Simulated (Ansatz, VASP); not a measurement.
## One calculation of Bi3O, two programs

```
Bi O
1.0
     4.60372    0.00000    0.00000
     0.00000    4.60372    0.00000
     0.00000    0.00000    4.60372
Bi O
3 1
Cartesian
  0.0000 2.3019 2.3019
  2.3019 0.0000 2.3019
  2.3019 2.3019 0.0000
  0.0000 0.0000 0.0000
```

Alike in both runs: task relaxation of cell and atoms; functional PBE; k mesh 10 × 10 × 10; occupations gaussian, width 0.1 eV; no spin polarisation.

```csv
,VASP,Ansatz
version,VASP 6.6.1,Ansatz 0.2.0
potentials or method,"VASP PAW PBE potentials, release 64 (Bi_d, O), cutoff 600 eV","scalar-relativistic, plane waves, PAW"
valence electrons in the cell,51,51
```

```tsv
	VASP	Ansatz	Ansatz less VASP
gap on the k mesh at the Fermi level, each at its own relaxed structure (eV)	none	none	-
relaxed volume (Å³/atom)	25.35	25.39	+0.035
relaxed length of the cell vector where the two differ most in proportion (Å)	4.663	4.665	+0.0021
```

A gap of «none» marks a metal or a gap that the smearing closes.

Neither program's run includes spin-orbit coupling.
